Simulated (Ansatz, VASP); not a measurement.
# AlN: VASP beside Ansatz

File INCAR:

```
PREC     = Accurate       # precision mode
ENCUT    = 520            # plane-wave cutoff, eV
EDIFF    = 1E-8           # SCF threshold, eV
ISMEAR   = -1             # smearing method
SIGMA    = 0.02           # smearing width, eV
LREAL    = False          # projectors in reciprocal space
LASPH    = True           # aspherical terms in the spheres
NELM     = 60             # most SCF steps
ALGO     = Normal         # electronic algorithm
ISIF     = 2              # what is computed and relaxed
LWAVE    = False          # write WAVECAR
LCHARG   = False          # write CHGCAR
GGA      = PE             # functional
LEFG     = True         
NBANDS   = 16             # bands
```

The input KPOINTS:

```
regular mesh
0
Gamma
  11 11 6
```

File POSCAR:

```
AlN
1.0
    3.0901223134      0.0000000000      0.0000000000
   -1.5450611567      2.6761244242      0.0000000000
    0.0000000000      0.0000000000      4.9445895974
Al N
2 2
Direct
    0.3333333333      0.6666666667      0.0000000000
    0.6666666667      0.3333333333      0.5000000000
    0.3333333333      0.6666666667      0.3850000000
    0.6666666667      0.3333333333      0.8850000000
```

Input for Ansatz:

```yaml
crystal:
  lattice:
    - [3.0901223134, 0.0, 0.0]
    - [-1.5450611567, 2.6761244242, 0.0]
    - [0.0, 0.0, 4.9445895974]
  atoms:
    - { symbol: Al, position: [0.3333333333, 0.6666666667, 0.0] }
    - { symbol: Al, position: [0.6666666667, 0.3333333333, 0.5] }
    - { symbol: "N", position: [0.3333333333, 0.6666666667, 0.385] }
    - { symbol: "N", position: [0.6666666667, 0.3333333333, 0.885] }
kpoints:
  mp_grid: { grid: [11, 11, 6] }
scf:
  occupations: { method: fermi_dirac, width: 0.02 }
hamiltonian:
  xc: pbe
  pseudopotentials: { kind: paw }
output:
  forces: true
  stress: true
  eigenvalues: true
  efg: { contact_densities: true }
```

Change from the starting cell: volume scaled by 0.98, PAW files.

Alike in both runs: task electric field gradients; functional PBE; k mesh 11 × 11 × 6; occupations fermi-dirac, width 0.02 eV; no spin polarisation.

|  | VASP | Ansatz |
| --- | --- | --- |
| version | VASP 6.6.1 | Ansatz 0.2.0 |
| potentials or method | VASP PAW PBE potentials, release 64 (Al, N) | PAW with Ansatz's default frozen-core files, scalar-relativistic |
| plane-wave cutoff (eV) | 520 | 420 |
| valence electrons in the cell | 16 | 16 |

|  | VASP | Ansatz | Ansatz less VASP |
| --- | --- | --- | --- |
| gap on the k mesh at the Fermi level (eV) | 4.34 | 4.33 | -0.012 |
| pressure (GPa) | 8.2 | 8.4 | +0.26 |
| traceless stress, the component that is largest in VASP (GPa) | -1.56 | -1.60 | -0.040 |
| rms of the force components (eV/Å) | 0.105 | 0.105 | -0.0006 |
| size of Vzz on the site where it differs most (V/Å²) | 0.8 | 0.5 | -0.29 |

Atom by atom the forces differ by 0.001 eV/Å (rms over components). With one functional, cell and mesh, what is left measures potentials, basis and numerics.
